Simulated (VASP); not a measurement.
Write the native input for VASP 6.6.1 that does the following.

```yaml
Task: single point
Functional: PBE
Potentials_or_basis: VASP PAW PBE potentials, release 64 (Na_pv, H)
Cutoff: 400 eV
k_mesh: 4 × 4 × 1
Occupations: gaussian, width 0.1 eV
Spin: no spin polarisation
Dipole_correction: yes
Further_INCAR_settings: ALGO = Normal; EDIFF = 1e-06; NBANDS = 40; NELMDL = -8
```

The structure of Na4H lies in POSCAR:

```
Na4H
1.0
    7.2665054626      0.0000000000      0.0000000000
   -2.4221684875      6.8509270508      0.0000000000
    0.0000000000      0.0000000000     20.9665384335
Na H
8 2
Direct
    0.2500000000      0.2500000000      0.1907801811
    0.2500000000      0.7500000000      0.1907801811
    0.7500000000      0.2500000000      0.1907801811
    0.7500000000      0.7500000000      0.1907801811
    0.0000000000      0.0000000000      0.3322693660
    0.0000000000      0.5000000000      0.3322693660
    0.5000000000      0.0000000000      0.3322693660
    0.5000000000      0.5000000000      0.3322693660
    0.0394390736      0.3333333333      0.3842569654
    0.2938942597      0.3333333333      0.3842569654
```

The input as run:

INCAR

```
SYSTEM = Na4H
PREC = Accurate ; ENCUT = 400
EDIFF = 1E-6 ; ISMEAR = 0
SIGMA = 0.1 ; LREAL = .FALSE.
LASPH = .TRUE. ; NELM = 120
ALGO = Normal ; ISIF = 2
LWAVE = .FALSE. ; LCHARG = .FALSE.
LDIPOL = .TRUE. ; IDIPOL = 3
DIPOL = 0.5 0.5 0.286 ; GGA = PE
NBANDS = 40 ; GGA_COMPAT = .FALSE.
NELMDL = -8
```

KPOINTS

```
Automatic mesh
0
G
  4 4 1
  0 0 0
```

Potentials or basis: VASP PAW PBE potentials, release 64 (Na_pv, H).

Run with:

```bash
$ cat potpaw_PBE.64/Na_pv/POTCAR potpaw_PBE.64/H/POTCAR > POTCAR
$ mpirun -np 1 vasp_std > vasp.out
```

It gave:

```
Largest force          : 1.684 eV/Å
Band gap on the k mesh : zero (bands 29 and 30 overlap by 0.78 eV)
```

Run time: 4.2 min on 1 thread of Intel(R) Xeon(R) 6975P-C (Granite Rapids) (shared host), peak memory 0.75 GiB.
